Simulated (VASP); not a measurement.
# LiH (Fm-3m) in VASP: further runs

Aim: see how the results for LiH move with the level of theory and the settings. Levels: PBE+D4, PBE+D3(BJ). Tasks: relaxation of cell and atoms.

Everything below comes from runs of VASP 6.6.1. Logs are shortened: lines on timing, memory, paths and dates and some standing lists are left out, and cuts for length are marked.

## (1) The cell of the first run

Symmetry: Fm-3m, No. 225, cubic system. Conventional cell: a = 3.879 Å, b = 3.879 Å, c = 3.879 Å, α = 90.00°, β = 90.00°, γ = 90.00°. Li (site symmetry m-3m) has 6 H at 1.94 Å within 2.6 Å. H (site symmetry m-3m) has 6 Li at 1.94 Å within 2.6 Å.

## (2) Relaxation of cell and atoms, PBE+D4

File INCAR:

```
SYSTEM = LiH
PREC = Accurate
ENCUT = 600
EDIFF = 1E-6
ISMEAR = -1
SIGMA = 0.02
LREAL = .FALSE.
LASPH = .TRUE.
NELM = 60
ALGO = Normal
ISIF = 3
LWAVE = .FALSE.
LCHARG = .FALSE.
GGA = PE
IVDW = 13
IBRION = 2
NSW = 80
EDIFFG = -0.005
```

File KPOINTS:

```
Automatic mesh
0
G
  10 10 10
  0 0 0
```

File POSCAR:

```
LiH
1.0
    0.0000000000      1.9397476883      1.9397476883
    1.9397476883      0.0000000000      1.9397476883
    1.9397476883      1.9397476883      0.0000000000
Li H
1 1
Direct
    0.0000000000      0.0000000000      0.0000000000
    0.5000000000      0.5000000000      0.5000000000
```

Potentials or basis: VASP PAW PBE potentials, release 64 (Li_sv, H).

Run with:

```bash
cat potpaw_PBE.64/Li_sv/POTCAR potpaw_PBE.64/H/POTCAR > POTCAR
mpirun -np 1 vasp_std > vasp.out
```

OUTCAR:

```text
SYSTEM = LiH
   PREC = Accurate
   ENCUT = 600
   EDIFF = 1E-6
   ISMEAR = -1
   LREAL = .FALSE.
   LASPH = .TRUE.
   NELM = 60
   ISIF = 3
   GGA = PE
   IVDW = 13
   IBRION = 2
   NSW = 80
   EDIFFG = -0.005

 ion  position               nearest neighbor table
   1  0.000  0.000  0.000-
   2  0.500  0.500  0.500-

  LATTYP: Found a face centered cubic cell.
 ALAT       =     3.8794953766

  Lattice vectors:

 A1 = (   0.0000000000,   1.9397476883,   1.9397476883)
 A2 = (   1.9397476883,   0.0000000000,   1.9397476883)
 A3 = (   1.9397476883,   1.9397476883,   0.0000000000)

Analysis of symmetry for initial positions (statically):
=====================================================================
 Subroutine PRICEL returns:
 Original cell was already a primitive cell.

 Routine SETGRP: Setting up the symmetry group for a
 face centered cubic supercell.

 Subroutine GETGRP returns: Found 48 space group operations
[... 9 lines left out ...]

 Routine SETGRP: Setting up the symmetry group for a
 face centered cubic supercell.

 Subroutine GETGRP returns: Found 48 space group operations
[... 11 lines left out ...]
                                     Primitive cell

  volume of cell :      14.5971

  direct lattice vectors                    reciprocal lattice vectors
     0.000000000  1.939747688  1.939747688    -0.257765483  0.257765483  0.257765483
     1.939747688  0.000000000  1.939747688     0.257765483 -0.257765483  0.257765483
     1.939747688  1.939747688  0.000000000     0.257765483  0.257765483 -0.257765483

  length of vectors
     2.743217488  2.743217488  2.743217488     0.446462913  0.446462913  0.446462913

  position of ions in fractional coordinates (direct lattice)
     0.000000000  0.000000000  0.000000000
     0.500000000  0.500000000  0.500000000

  ion indices of the primitive-cell ions
   primitive index   ion index
                 1           1
                 2           2

----------------------------------------------------------------------------------------

 KPOINTS: Automatic mesh

Automatic generation of k-mesh.
 Grid dimensions read from file:
 generate k-points for:   10   10   10

 Generating k-lattice:

  Cartesian coordinates                     Fractional coordinates (reciprocal lattice)
    -0.025776548  0.025776548  0.025776548     0.100000000  0.000000000  0.000000000
     0.025776548 -0.025776548  0.025776548     0.000000000  0.100000000  0.000000000
     0.025776548  0.025776548 -0.025776548     0.000000000  0.000000000  0.100000000

  Length of vectors
     0.044646291  0.044646291  0.044646291

  Shift w.r.t. Gamma in fractional coordinates (k-lattice)
     0.000000000  0.000000000  0.000000000

 Subroutine IBZKPT returns following result:
 ===========================================

 Found     47 irreducible k-points:

 Following reciprocal coordinates:
            Coordinates               Weight
  0.000000  0.000000  0.000000      1.000000
  0.100000  0.000000  0.000000      8.000000
  0.200000  0.000000  0.000000      8.000000
  0.300000  0.000000  0.000000      8.000000
  0.400000  0.000000  0.000000      8.000000
  0.500000  0.000000  0.000000      4.000000
[... 16 lines left out ...]
  0.300000  0.300000  0.000000      6.000000
  0.400000  0.300000  0.000000     24.000000
 [... further k-points ...]
   k-points           NKPTS =     47   k-points in BZ     NKDIM =     47   number of bands    NBANDS=      6
   number of dos      NEDOS =    301   number of ions     NIONS =      2
   total plane-waves  NPLWV =  13824
   dimension x,y,z NGX =    24 NGY =   24 NGZ =   24
   dimension x,y,z NGXF=    48 NGYF=   48 NGZF=   48
   ions per type =               1   1
   NGX,Y,Z   is equivalent  to a cutoff of  14.54, 14.54, 14.54 a.u.
   NGXF,Y,Z  is equivalent  to a cutoff of  29.09, 29.09, 29.09 a.u.
 SYSTEM =  LiH
   PREC   = accura    normal or accurate (medium, high low for compatibility)
   ISTART =      0    job   : 0-new  1-cont  2-samecut
   ICHARG =      2    charge: 1-file 2-atom 10-const
   ISPIN  =      1    spin polarized calculation?
   LNONCOLLINEAR =      F non collinear calculations
   LSORBIT =      F    spin-orbit coupling
   LASPH  =      T    aspherical Exc in radial PAW
   ENCUT  =  600.0 eV  44.10 Ry    6.64 a.u.   5.48  5.48  5.48*2*pi/ulx,y,z
   NELM   =     60;   NELMIN=  2; NELMDL= -5     # of ELM steps
   EDIFF  = 0.1E-05   stopping-criterion for ELM
   LREAL  =      F    real-space projection
   EDIFFG = -.5E-02   stopping-criterion for IOM
   NSW    =     80    number of steps for IOM
   IBRION =      2    ionic relax: 0-MD 1-quasi-New 2-CG
   NFREE  =      1    steps in history (QN), initial steepest desc. (CG)
   ISIF   =      3    stress and relaxation
   ISYM   =      2    0-nonsym 1-usesym 2-fastsym
   POTIM  = 0.5000    time-step for ionic-motion
   TEBEG  =    0.0;   TEEND  =   0.0 temperature during run
   PSTRESS=    0.0 pullay stress
   NELECT =       4.0000    total number of electrons
   NUPDOWN=      -1.0000    fix difference up-down
   EMIN   =  10.00;   EMAX   =-10.00  energy-range for DOS
   EFERMI =   0.00;   METHOD = LEGACY
   ISMEAR =    -1;   SIGMA  =   0.02  broadening in eV -4-tet -1-fermi 0-gaus
   EFERMI_NEDOS =   21; number of points for ismear=-14 and -15
   IALGO  =     38    algorithm
   IMIX   =      4    mixing-type and parameters
     AMIX     =   0.40;   BMIX     =  1.00
     AMIX_MAG =   1.60;   BMIX_MAG =  1.00
  volume/ion in A,a.u.               =       7.30        49.25
  Fermi-wavevector in a.u.,A,eV,Ry     =   1.063342  2.009425 15.384052  1.130696
  Thomas-Fermi vector in A             =   2.198823
   LORBIT       =      0    0 simple, 1 ext, 2 COOP (PROOUT), +10 PAW based schemes
   GGA     = PE    functional components
   LHFCALC =     F    Hartree Fock is set to
   AEXX    =    0.0000 exact exchange contribution
   IVDW    =    13    specifies the selected vdW correction
   LEPSILON=     F    determine dielectric tensor
   LRPA    =     F    only Hartree local field effects (RPA)
 conjugate gradient relaxation of ions
 non-spin polarized calculation
  energy-cutoff  :      600.00
  volume of cell :       14.60
 maximum number of plane-waves:       531
 NGX is ok and might be reduce to    24
   NGX = 11   NGY = 11   NGZ = 11

--------------------------------------- Ionic step        1  -------------------------------------------

 number of electron       4.0000003 magnetization

 Free energy of the ion-electron system (eV)
  ---------------------------------------------------
  ext. energy  EPLUGINS =         0.00000000
  ---------------------------------------------------
  free energy    TOTEN  =        -6.10945392 eV

  energy without entropy =       -6.10945392  energy(sigma->0) =       -6.10945392

------------------------ aborting loop because EDIFF is reached ----------------------------------------

  DFT-D4 for vdW energy calculation

  Edisp (eV):   -0.15654

  FORCE on cell =-STRESS in cart. coord.  units (eV):
  Direction    XX          YY          ZZ          XY          YZ          ZX
  --------------------------------------------------------------------------------------
  -------------------------------------------------------------------------------------
  Total       0.20766     0.20766     0.20766    -0.00000    -0.00000    -0.00000
  in kB      22.79271    22.79271    22.79271    -0.00000    -0.00000    -0.00000
  external pressure =       22.79 kB  Pullay stress =        0.00 kB

 VOLUME and BASIS-vectors are now :
 -----------------------------------------------------------------------------
  energy-cutoff  :      600.00
  volume of cell :       14.60
      direct lattice vectors                 reciprocal lattice vectors
     0.000000000  1.939747688  1.939747688    -0.257765483  0.257765483  0.257765483
     1.939747688  0.000000000  1.939747688     0.257765483 -0.257765483  0.257765483
     1.939747688  1.939747688  0.000000000     0.257765483  0.257765483 -0.257765483
[... 81 lines left out ...]
 POSITION                                       TOTAL-FORCE (eV/Angst)
 -----------------------------------------------------------------------------------
      0.00000      0.00000      0.00000        -0.000000     -0.000000     -0.000000
      1.97861      1.97861      1.97861         0.000000      0.000000      0.000000
 -----------------------------------------------------------------------------------
    total drift:                                0.000000     -0.000000     -0.000000

  FREE ENERGIE OF THE ION-ELECTRON SYSTEM (eV)
  ---------------------------------------------------
  free  energy   TOTEN  =        -6.2712386226 eV

  energy  without entropy=       -6.2712386226  energy(sigma->0) =       -6.27123862

--------------------------------------- Ionic step        4  -------------------------------------------

 number of electron       3.9999999 magnetization

 Free energy of the ion-electron system (eV)
  ---------------------------------------------------
  ext. energy  EPLUGINS =         0.00000000
  ---------------------------------------------------
  free energy    TOTEN  =        -6.12306189 eV

  energy without entropy =       -6.12306189  energy(sigma->0) =       -6.12306189

 E-fermi :   0.7699     XC(G=0):  -8.6480

 val. band max:        0.2907634503   @ k =   0.5000   0.5000   0.0000
 cond. band min:       3.2372126060   @ k =   0.5000   0.5000   0.0000
 fundamental gap:      2.9464491557
 Fermi energy:         0.7698968657

 k-point     1 :       0.0000    0.0000    0.0000
  band No.  band energies     occupation
      1     -43.9622      2.00000
      2      -5.3029      2.00000
      3      16.9225      0.00000
      4      18.6130      0.00000
      5      18.6130      0.00000
      6      18.6130      0.00000

 k-point     2 :       0.1000    0.0000    0.0000
  band No.  band energies     occupation
      1     -43.9568      2.00000
      2      -5.1239      2.00000
      3      15.3333      0.00000
      4      17.6362      0.00000
      5      18.2079      0.00000
      6      18.2079      0.00000
[... 181 lines left out ...]
 k-point    23 :       0.3000    0.3000    0.0000
  band No.  band energies     occupation
      1     -43.9150      2.00000
      2      -3.0351      2.00000
      3       9.0612      0.00000
      4      12.7801      0.00000
      5      12.7802      0.00000
      6      16.0611      0.00000

 k-point    24 :       0.4000    0.3000    0.0000
  band No.  band energies     occupation
      1     -43.9044      2.00000
      2      -2.1215      2.00000
      3       7.1019      0.00000
      4      10.9636      0.00000
      5      12.3263      0.00000
      6      16.8915      0.00000

 [... further k-points ...]

------------------------ aborting loop because EDIFF is reached ----------------------------------------

  DFT-D4 for vdW energy calculation

  Edisp (eV):   -0.14820

  FORCE on cell =-STRESS in cart. coord.  units (eV):
  Direction    XX          YY          ZZ          XY          YZ          ZX
  --------------------------------------------------------------------------------------
  -------------------------------------------------------------------------------------
  Total      -0.00026    -0.00026    -0.00026     0.00000     0.00000     0.00000
  in kB      -0.02649    -0.02649    -0.02649     0.00000     0.00000     0.00000
  external pressure =       -0.03 kB  Pullay stress =        0.00 kB

 VOLUME and BASIS-vectors are now :
 -----------------------------------------------------------------------------
  energy-cutoff  :      600.00
  volume of cell :       15.44
      direct lattice vectors                 reciprocal lattice vectors
    -0.000000000  1.976511115  1.976511115    -0.252971003  0.252971003  0.252971003
     1.976511115 -0.000000000  1.976511115     0.252971003 -0.252971003  0.252971003
     1.976511115  1.976511115 -0.000000000     0.252971003  0.252971003 -0.252971003

 POSITION                                       TOTAL-FORCE (eV/Angst)
 -----------------------------------------------------------------------------------
      0.00000      0.00000      0.00000        -0.000000     -0.000000     -0.000000
      1.97651      1.97651      1.97651         0.000000      0.000000      0.000000
 -----------------------------------------------------------------------------------
    total drift:                                0.000000     -0.000000     -0.000000

  FREE ENERGIE OF THE ION-ELECTRON SYSTEM (eV)
  ---------------------------------------------------
  free  energy   TOTEN  =        -6.2712572691 eV

  energy  without entropy=       -6.2712572691  energy(sigma->0) =       -6.27125727

 reached required accuracy - stopping structural energy minimisation
```

It took 34 s on 1 thread of AMD EPYC 7R43 (Zen 3), shared host; peak memory 0.09 GiB.

What came out:

```yaml
Free_energy: -6.2713 eV
Relaxed_volume: 7.72 Å³/atom
Relaxed_cell: a = 2.795 Å, b = 2.795 Å, c = 2.795 Å, α = 60.00°, β = 60.00°, γ = 60.00°
Space_group_after_relaxing_to_0.05_Å: Fm-3m (No. 225)
Energy_gained_by_relaxing: 2.6 meV/atom
Ionic_steps: 4
Pressure_after_relaxing: 0.0 GPa
Band_gap_on_the_k_mesh: 2.95 eV, direct
Dispersion_energy_per_atom: -0.074 eV
```

Step by step:
```csv
step,energy change (eV),largest force (eV/Å),pressure (GPa),volume (Å³)
1,0.0000,0.0000,2.28,14.60
2,-0.0027,0.0000,1.63,14.82
3,-0.0052,0.0000,-0.12,15.49
4,-0.0053,0.0000,0.00,15.44
```

Final structure:
```cif
data_structure
_symmetry_space_group_name_H-M 'P 1'
_symmetry_Int_Tables_number 1
_cell_length_a 2.7952
_cell_length_b 2.7952
_cell_length_c 2.7952
_cell_angle_alpha 60.000
_cell_angle_beta 60.000
_cell_angle_gamma 60.000
_cell_volume 15.44
loop_
_atom_site_label
_atom_site_type_symbol
_atom_site_fract_x
_atom_site_fract_y
_atom_site_fract_z
_atom_site_occupancy
Li1 Li 0.00000 0.00000 0.00000 1
H1 H 0.50000 0.50000 0.50000 1
```

Caveat: the cutoff is under 1.25 times the usual one of these potentials, so pressure, stress and relaxed cells hold a basis-set (Pulay) error.

## (3) Relaxation of cell and atoms, PBE+D3(BJ)

This run uses another cell than the first one, of 8.45 Å³/atom, 1.158 times its volume.

File INCAR:

```
SYSTEM = LiH
PREC = Accurate ; ENCUT = 600
EDIFF = 1E-6 ; ISMEAR = -1
SIGMA = 0.02 ; LREAL = .False.
LASPH = .True. ; NELM = 80
ALGO = Normal ; ISIF = 3
LWAVE = .False. ; LCHARG = .False.
GGA = PE ; IVDW = 12
IBRION = 2 ; NSW = 80
EDIFFG = -0.005
```

File KPOINTS:

```
Automatic mesh
0
Gamma
  10 10 10
  0 0 0
```

File POSCAR:

```
LiH
1.0
    0.0000000000      2.0367500000      2.0367500000
    2.0367500000      0.0000000000      2.0367500000
    2.0367500000      2.0367500000      0.0000000000
Li H
1 1
Direct
    0.0000000000      0.0000000000      0.0000000000
    0.5000000000      0.5000000000      0.5000000000
```

Potentials or basis: VASP PAW PBE potentials, release 64 (Li_sv, H).

Run with:

```bash
cat potpaw_PBE.64/Li_sv/POTCAR potpaw_PBE.64/H/POTCAR > POTCAR
mpirun -np 1 vasp_std > vasp.out
```

It took 24 s on 1 thread of AMD EPYC 7R43 (Zen 3), shared host; peak memory 0.11 GiB.

Results (log left out):

* Free energy: -6.4805 eV
* Relaxed volume: 7.24 Å³/atom
* Relaxed cell: a = 2.735 Å, b = 2.735 Å, c = 2.735 Å, α = 60.00°, β = 60.00°, γ = 60.00°
* Space group after relaxing (to 0.05 Å): Fm-3m (No. 225)
* Energy gained by relaxing: 20.9 meV/atom
* Ionic steps: 5
* Pressure after relaxing: 0.0 GPa
* Band gap on the k mesh: 2.89 eV, direct
* Dispersion energy per atom: -0.185 eV

Step by step:
```csv
step,energy change (eV),largest force (eV/Å),pressure (GPa),volume (Å³)
1,0.0000,0.0000,-4.93,16.90
2,-0.0175,0.0000,-3.98,16.27
3,-0.0401,0.0000,-1.21,14.92
4,-0.0419,0.0000,0.15,14.42
5,-0.0419,0.0000,0.00,14.47
```

Final structure:
```
CELL_PARAMETERS angstrom
0.00000 1.93422 1.93422
1.93422 0.00000 1.93422
1.93422 1.93422 0.00000
ATOMIC_POSITIONS crystal
Li 0.00000 0.00000 0.00000
H 0.50000 0.50000 0.50000
```

Levels at points of the mesh, in eV from the valence-band top:
| k point | band 1 | band 2 | band 3 | band 4 | band 5 | band 6 |
| --- | --- | --- | --- | --- | --- | --- |
| (0.00, 0.00, 0.00) | -44.21 | -5.85 | 17.51 | 19.01 | 19.01 | 19.01 |
| (0.50, 0.00, 0.00) | -44.14 | -2.95 | 5.18 | 14.61 | 17.50 | 17.50 |
| (0.50, 0.50, 0.00) | -44.12 | 0.00 | 2.89 | 11.35 | 11.35 | 14.65 |

Caveat: the cutoff is under 1.25 times the usual one of these potentials, so pressure, stress and relaxed cells hold a basis-set (Pulay) error; the volume moved by -14 % from the deposited cell, more than functionals usually miss. A k mesh can miss the band edges.
